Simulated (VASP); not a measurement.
# Al3Cu (P4/mmm) in VASP: a series of runs

The runs below take Al3Cu through single point, with PBEsol.

Program: VASP 6.6.1. These are calculated values, not measurements. Logs are shortened: lines on timing, memory, paths and dates and some standing lists are left out, and cuts for length are marked.

### Step 1. The cell of the first run

Symmetry: P4/mmm, No. 123, tetragonal system. Conventional cell: a = 3.892 Å, b = 3.892 Å, c = 3.503 Å, α = 90.00°, β = 90.00°, γ = 90.00°. Within 3.6 Å of Al (site symmetry 4/mmm) lie 10 Al at 2.62 to 3.50 Å and 4 Cu at 2.75 Å. Within 3.6 Å of Al (site symmetry mmm) lie 10 Al at 2.62 to 3.50 Å and 4 Cu at 2.62 Å. Within 3.6 Å of Cu (site symmetry 4/mmm) lie 12 Al at 2.62 to 2.75 Å and 2 Cu at 3.50 Å.

### Step 2. Single point, PBEsol (strain -0.1000 x Voigt [1, 0, 0, 0, 0, 0])

Contents of INCAR:

```
  PREC = Accurate
  ENCUT = 520
  EDIFF = 1E-6
  ISMEAR = 0
  SIGMA = 0.15
  LREAL = F
  LASPH = T
  NELM = 60
  ALGO = Fast
  ISIF = 2
  LWAVE = F
  LCHARG = F
  GGA = PS
  NBANDS = 18
```

Contents of KPOINTS:

```
regular mesh
0
Gamma
  12 12 12
```

Contents of POSCAR:

```
Al3Cu
1.0
    3.5031184002      0.0000000000      0.0000000000
    0.0000000000      3.8923537780      0.0000000000
    0.0000000000      0.0000000000      3.8923537780
Al Cu
3 1
Direct
    0.0000000000      0.5000000000      0.5000000000
    0.5000000000      0.0000000000      0.5000000000
    0.5000000000      0.5000000000      0.0000000000
    0.0000000000      0.0000000000      0.0000000000
```

Potentials or basis: VASP PAW PBE potentials, release 64 (Al, Cu).

Run with:

```sh
$ cat potpaw_PBE.64/Al/POTCAR potpaw_PBE.64/Cu/POTCAR > POTCAR
$ mpirun -np 1 vasp_std > vasp.out
```

OUTCAR:

```text
PREC = Accurate
   ENCUT = 520
   EDIFF = 1E-6
   ISMEAR = 0
   LREAL = F
   LASPH = T
   NELM = 60
   ISIF = 2
   GGA = PS

 ion  position               nearest neighbor table
   1  0.000  0.500  0.500-   2 2.62   3 2.62   3 2.62   2 2.62   2 2.62   3 2.62   3 2.62   2 2.62
                             4 2.75   4 2.75   4 2.75   4 2.75
   2  0.500  0.000  0.500-   1 2.62   4 2.62   4 2.62   1 2.62   1 2.62   4 2.62   4 2.62   1 2.62
                             3 2.75   3 2.75   3 2.75   3 2.75
   3  0.500  0.500  0.000-   1 2.62   4 2.62   1 2.62   4 2.62   1 2.62   4 2.62   1 2.62   4 2.62
                             2 2.75   2 2.75   2 2.75   2 2.75
   4  0.000  0.000  0.000-   2 2.62   3 2.62   2 2.62   3 2.62   2 2.62   3 2.62   2 2.62   3 2.62
                             1 2.75   1 2.75   1 2.75   1 2.75

  LATTYP: Found a simple tetragonal cell.
 ALAT       =     3.8923537780
 C/A-ratio  =     0.9000000000

  Lattice vectors:

 A1 = (   0.0000000000,   3.8923537780,   0.0000000000)
 A2 = (   0.0000000000,   0.0000000000,   3.8923537780)
 A3 = (   3.5031184002,   0.0000000000,   0.0000000000)

Analysis of symmetry for initial positions (statically):
=====================================================================
 Subroutine PRICEL returns:
 Original cell was already a primitive cell.

 Routine SETGRP: Setting up the symmetry group for a
 simple tetragonal supercell.

 Subroutine GETGRP returns: Found 16 space group operations
 (whereof 16 operations were pure point group operations)
 out of a pool of 16 trial point group operations.

The static configuration has the point symmetry D_4h.

Analysis of symmetry for dynamics (positions and initial velocities):
=====================================================================
 Subroutine PRICEL returns:
 Original cell was already a primitive cell.

 Routine SETGRP: Setting up the symmetry group for a
 simple tetragonal supercell.

 Subroutine GETGRP returns: Found 16 space group operations
 (whereof 16 operations were pure point group operations)
 out of a pool of 16 trial point group operations.

The dynamic configuration has the point symmetry D_4h.

 Subroutine INISYM returns: Found 16 space group operations
 (whereof 16 operations are pure point group operations),
 and found     1 'primitive' translations

----------------------------------------------------------------------------------------

                                     Primitive cell

  volume of cell :      53.0737

  direct lattice vectors                    reciprocal lattice vectors
     3.503118400  0.000000000  0.000000000     0.285459949  0.000000000  0.000000000
     0.000000000  3.892353778  0.000000000     0.000000000  0.256913954  0.000000000
     0.000000000  0.000000000  3.892353778     0.000000000  0.000000000  0.256913954

  length of vectors
     3.503118400  3.892353778  3.892353778     0.285459949  0.256913954  0.256913954

  position of ions in fractional coordinates (direct lattice)
     0.000000000  0.500000000  0.500000000
     0.500000000  0.000000000  0.500000000
     0.500000000  0.500000000  0.000000000
     0.000000000  0.000000000  0.000000000

  ion indices of the primitive-cell ions
   primitive index   ion index
                 1           1
                 2           2
                 3           3
                 4           4

----------------------------------------------------------------------------------------

 KPOINTS: regular mesh

Automatic generation of k-mesh.
 Grid dimensions read from file:
 generate k-points for:   12   12   12

 Generating k-lattice:

  Cartesian coordinates                     Fractional coordinates (reciprocal lattice)
     0.023788329  0.000000000  0.000000000     0.083333333  0.000000000  0.000000000
     0.000000000  0.021409496  0.000000000     0.000000000  0.083333333  0.000000000
     0.000000000  0.000000000  0.021409496     0.000000000  0.000000000  0.083333333

  Length of vectors
     0.023788329  0.021409496  0.021409496

  Shift w.r.t. Gamma in fractional coordinates (k-lattice)
     0.000000000  0.000000000  0.000000000

 Subroutine IBZKPT returns following result:
 ===========================================

 Found    196 irreducible k-points:

 Following reciprocal coordinates:
            Coordinates               Weight
  0.000000  0.000000  0.000000      1.000000
  0.083333  0.000000  0.000000      2.000000
  0.166667  0.000000  0.000000      2.000000
  0.250000  0.000000  0.000000      2.000000
  0.333333  0.000000  0.000000      2.000000
  0.416667  0.000000  0.000000      2.000000
[... 16 lines left out ...]
  0.083333  0.250000  0.000000      8.000000
  0.166667  0.250000  0.000000      8.000000
 [... further k-points ...]
   k-points           NKPTS =    196   k-points in BZ     NKDIM =    196   number of bands    NBANDS=     18
   number of dos      NEDOS =    301   number of ions     NIONS =      4
   total plane-waves  NPLWV =  25200
   dimension x,y,z NGX =    28 NGY =   30 NGZ =   30
   dimension x,y,z NGXF=    56 NGYF=   60 NGZF=   60
   ions per type =               3   1
   NGX,Y,Z   is equivalent  to a cutoff of  13.29, 12.81, 12.81 a.u.
   NGXF,Y,Z  is equivalent  to a cutoff of  26.58, 25.63, 25.63 a.u.
 SYSTEM =  unknown system
   PREC   = accura    normal or accurate (medium, high low for compatibility)
   ISTART =      0    job   : 0-new  1-cont  2-samecut
   ICHARG =      2    charge: 1-file 2-atom 10-const
   ISPIN  =      1    spin polarized calculation?
   LNONCOLLINEAR =      F non collinear calculations
   LSORBIT =      F    spin-orbit coupling
   LASPH  =      T    aspherical Exc in radial PAW
   ENCUT  =  520.0 eV  38.22 Ry    6.18 a.u.   6.51  7.24  7.24*2*pi/ulx,y,z
   NELM   =     60;   NELMIN=  2; NELMDL= -5     # of ELM steps
   EDIFF  = 0.1E-05   stopping-criterion for ELM
   LREAL  =      F    real-space projection
   EDIFFG = 0.1E-04   stopping-criterion for IOM
   NSW    =      0    number of steps for IOM
   IBRION =     -1    ionic relax: 0-MD 1-quasi-New 2-CG
   NFREE  =      0    steps in history (QN), initial steepest desc. (CG)
   ISIF   =      2    stress and relaxation
   ISYM   =      2    0-nonsym 1-usesym 2-fastsym
   POTIM  = 0.5000    time-step for ionic-motion
   TEBEG  =    0.0;   TEEND  =   0.0 temperature during run
   PSTRESS=    0.0 pullay stress
   NELECT =      20.0000    total number of electrons
   NUPDOWN=      -1.0000    fix difference up-down
   EMIN   =  10.00;   EMAX   =-10.00  energy-range for DOS
   EFERMI =   0.00;   METHOD = LEGACY
   ISMEAR =     0;   SIGMA  =   0.15  broadening in eV -4-tet -1-fermi 0-gaus
   EFERMI_NEDOS =   21; number of points for ismear=-14 and -15
   IALGO  =     68    algorithm
   IMIX   =      4    mixing-type and parameters
     AMIX     =   0.40;   BMIX     =  1.00
     AMIX_MAG =   1.60;   BMIX_MAG =  1.00
  volume/ion in A,a.u.               =      13.27        89.54
  Fermi-wavevector in a.u.,A,eV,Ry     =   1.182474  2.234552 19.024282  1.398245
  Thomas-Fermi vector in A             =   2.318728
   LORBIT       =      0    0 simple, 1 ext, 2 COOP (PROOUT), +10 PAW based schemes
   GGA     = PS    functional components
   LHFCALC =     F    Hartree Fock is set to
   AEXX    =    0.0000 exact exchange contribution
   IVDW    =     0    specifies the selected vdW correction
   LEPSILON=     F    determine dielectric tensor
   LRPA    =     F    only Hartree local field effects (RPA)
 non-spin polarized calculation
 RMM-DIIS sequential band-by-band and
 Gauss-broadening in eV      SIGMA  =   0.15
  energy-cutoff  :      520.00
  volume of cell :       53.07
 maximum number of plane-waves:      1456
 NGX is ok and might be reduce to    28
   NGX = 13   NGY = 15   NGZ = 15

 number of electron      19.9999996 magnetization

 Free energy of the ion-electron system (eV)
  ---------------------------------------------------
  ext. energy  EPLUGINS =         0.00000000
  ---------------------------------------------------
  free energy    TOTEN  =       -16.34059638 eV

  energy without entropy =      -16.32415334  energy(sigma->0) =      -16.33237486

 E-fermi :   9.6509     XC(G=0): -11.3783

 val. band max:        9.6491154568   @ k =   0.3333   0.2500   0.2500
 cond. band min:       9.6560820231   @ k =   0.4167   0.5000   0.1667
 fundamental gap:      0.0069665663
 Fermi energy:         9.6509460490

 k-point     1 :       0.0000    0.0000    0.0000
  band No.  band energies     occupation
      1      -2.4192      2.00000
      2       4.6388      2.00000
      3       4.8974      2.00000
      4       5.6079      2.00000
      5       5.6406      2.00000
      6       5.6406      2.00000
[... 10 lines left out ...]
     17      17.4082      0.00000
     18      17.4084      0.00000

 k-point     2 :       0.0833    0.0000    0.0000
  band No.  band energies     occupation
      1      -2.3348      2.00000
      2       4.6626      2.00000
      3       4.8679      2.00000
      4       5.5513      2.00000
      5       5.5513      2.00000
      6       5.6129      2.00000
[... 10 lines left out ...]
     17      16.2636      0.00000
     18      16.8132      0.00000

 k-point     3 :       0.1667    0.0000    0.0000
  band No.  band energies     occupation
      1      -2.0821      2.00000
      2       4.6366      2.00000
      3       4.7282      2.00000
      4       5.3892      2.00000
      5       5.3892      2.00000
      6       5.6264      2.00000
[... 10 lines left out ...]
     17      16.1705      0.00000
     18      16.2414      0.00000

 k-point     4 :       0.2500    0.0000    0.0000
  band No.  band energies     occupation
      1      -1.6635      2.00000
      2       3.8453      2.00000
      3       4.8194      2.00000
      4       5.2420      2.00000
      5       5.2420      2.00000
      6       5.6450      2.00000
[... 375 lines left out ...]
      4       5.2724      2.00000
      5       5.4923      2.00000
      6       5.6551      2.00000
[... 10 lines left out ...]
     17      17.7177      0.00000
     18      18.4070      0.00000

 k-point    23 :       0.0833    0.2500    0.0000
  band No.  band energies     occupation
      1      -1.7255      2.00000
      2       2.9021      2.00000
      3       4.9226      2.00000
      4       5.2815      2.00000
      5       5.3982      2.00000
      6       5.6136      2.00000
[... 10 lines left out ...]
     17      17.3646      0.00000
     18      17.9240      0.00000

 k-point    24 :       0.1667    0.2500    0.0000
  band No.  band energies     occupation
      1      -1.4762      2.00000
      2       3.1036      2.00000
      3       4.8098      2.00000
      4       5.2342      2.00000
      5       5.2975      2.00000
      6       5.5263      2.00000
[... 10 lines left out ...]
     17      16.8502      0.00000
     18      18.9732      0.00000

 [... further k-points ...]
[... 5 lines left out ...]
  --------------------------------------------------------------------------------------
  -------------------------------------------------------------------------------------
  Total        6.9047353      3.3540051      3.3540051      0.0000000      0.0000000     -0.0000000
  in kB      208.4386180    101.2499630    101.2499630      0.0000000      0.0000000     -0.0000000
  external PRESSURE =     136.9795147 kB  Pullay stress =       0.0000000 kB

 VOLUME and BASIS-vectors are now :
 -----------------------------------------------------------------------------
  energy-cutoff  :      520.00
  volume of cell :       53.07
      direct lattice vectors                 reciprocal lattice vectors
     3.503118400  0.000000000  0.000000000     0.285459949  0.000000000  0.000000000
     0.000000000  3.892353778  0.000000000     0.000000000  0.256913954  0.000000000
     0.000000000  0.000000000  3.892353778     0.000000000  0.000000000  0.256913954

 POSITION                                       TOTAL-FORCE (eV/Angst)
 -----------------------------------------------------------------------------------
      0.00000      1.94618      1.94618         0.000000      0.000000      0.000000
      1.75156      0.00000      1.94618         0.000000      0.000000      0.000000
      1.75156      1.94618      0.00000         0.000000      0.000000      0.000000
      0.00000      0.00000      0.00000         0.000000      0.000000      0.000000
 -----------------------------------------------------------------------------------
    total drift:                               -0.000000     -0.000000     -0.000000

  FREE ENERGIE OF THE ION-ELECTRON SYSTEM (eV)
  ---------------------------------------------------
  free  energy   TOTEN  =       -16.3405963828 eV

  energy  without entropy=      -16.3241533389  energy(sigma->0) =      -16.33237486
```

It took 5.8 min on 1 thread of Intel Xeon 8259CL, shared host; peak memory 0.3 GiB.

Results:

| Property | Result |
| --- | --- |
| Free energy | -16.3406 eV |
| Pressure | 13.7 GPa |
| Band gap on the k mesh | zero (bands 10 and 11 overlap by 4.37 eV) |

Stress tensor (GPa, compression positive):
```
20.84  0.00  0.00
 0.00 10.12  0.00
 0.00  0.00 10.12
```

Levels at points of the mesh, in eV from the Fermi level:
| k point | band 6 | band 7 | band 8 | band 9 | band 10 | band 11 | band 12 | band 13 | band 14 | band 15 |
| --- | --- | --- | --- | --- | --- | --- | --- | --- | --- | --- |
| (0.00, 0.00, 0.00) | -4.01 | -3.25 | -3.25 | -1.27 | -1.11 | 0.07 | 1.87 | 6.12 | 6.12 | 6.38 |
| (0.50, 0.00, 0.00) | -3.97 | -3.60 | -0.16 | -0.16 | 0.23 | 0.31 | 0.31 | 1.89 | 2.32 | 3.60 |
| (0.00, 0.50, 0.00) | -3.98 | -3.86 | -0.56 | -0.29 | 0.15 | 1.33 | 1.35 | 2.10 | 3.44 | 4.93 |
| (0.50, 0.50, 0.00) | -4.25 | -3.83 | -3.51 | -3.42 | 0.98 | 2.64 | 2.89 | 3.21 | 3.46 | 3.65 |
| (0.00, 0.50, 0.50) | -4.18 | -3.86 | -3.79 | -3.38 | 2.33 | 4.04 | 4.04 | 4.43 | 5.21 | 5.21 |
| (0.50, 0.50, 0.50) | -4.50 | -4.25 | -3.84 | -3.74 | -2.62 | -2.04 | -1.81 | -1.81 | 11.42 | 12.51 |

Caveat: the cell differs from its parent crystal (strain -0.1000 x Voigt [1, 0, 0, 0, 0, 0]); the cell stands under pressure; the PAW data sets were made with another functional, which shifts forces and pressure a little.

### Step 3. Single point, PBEsol (strain -0.0750 x Voigt [1, 0, 0, 0, 0, 0])

Contents of INCAR:

```
SYSTEM = Al3Cu
PREC = Accurate
ENCUT = 520
EDIFF = 1E-7
ISMEAR = 0
SIGMA = 0.15
LREAL = .FALSE.
LASPH = .TRUE.
NELM = 60
ALGO = Fast
ISIF = 2
LWAVE = .FALSE.
LCHARG = .TRUE.
GGA = PS
LELF = .TRUE.
LVHAR = .TRUE.
NBANDS = 18
```

Contents of KPOINTS:

```
regular mesh
0
G
  12 12 12
  0 0 0
```

POSCAR: that of step 2 with these lines changed.

```diff
@@ -2,3 +2,3 @@
 1.0
-    3.5031184002      0.0000000000      0.0000000000
+    3.6004272446      0.0000000000      0.0000000000
     0.0000000000      3.8923537780      0.0000000000
```

Potentials or basis: VASP PAW PBE potentials, release 64 (Al, Cu).

Run with:

```sh
$ cat potpaw_PBE.64/Al/POTCAR potpaw_PBE.64/Cu/POTCAR > POTCAR
$ mpirun -np 1 vasp_std > vasp.out
```

Run time: 6.4 min. Hardware: 1 thread of Intel Xeon 8259CL, shared host; peak memory 0.3 GiB.

Results (log left out):

| Item | Value |
| --- | --- |
| Free energy | -16.5090 eV |
| Pressure | 9.7 GPa |
| Band gap on the k mesh | zero (bands 10 and 11 overlap by 4.03 eV) |

Stress tensor (GPa, compression positive):
```
15.61  0.00  0.00
 0.00  6.77  0.00
 0.00  0.00  6.77
```

Levels at points of the mesh, in eV from the Fermi level:
| k point | band 7 | band 8 | band 9 | band 10 | band 11 | band 12 | band 13 | band 14 |
| --- | --- | --- | --- | --- | --- | --- | --- | --- |
| (0.00, 0.00, 0.00) | -3.03 | -3.03 | -1.62 | -0.94 | 0.19 | 1.48 | 6.30 | 6.30 |
| (0.50, 0.00, 0.00) | -3.55 | -0.06 | -0.06 | 0.31 | 0.31 | 0.36 | 2.01 | 2.22 |
| (0.00, 0.50, 0.00) | -3.74 | -0.34 | -0.12 | 0.35 | 1.01 | 1.02 | 2.23 | 3.01 |
| (0.50, 0.50, 0.00) | -3.70 | -3.48 | -3.33 | 1.07 | 2.73 | 3.00 | 3.15 | 3.54 |
| (0.00, 0.50, 0.50) | -3.74 | -3.67 | -3.29 | 2.03 | 3.72 | 3.72 | 4.10 | 4.84 |
| (0.50, 0.50, 0.50) | -4.19 | -3.72 | -3.64 | -2.61 | -2.00 | -1.83 | -1.83 | 11.64 |

Caveat: the cell differs from its parent crystal (strain -0.0750 x Voigt [1, 0, 0, 0, 0, 0]); the cell stands under pressure; the PAW data sets were made with another functional, which shifts forces and pressure a little.
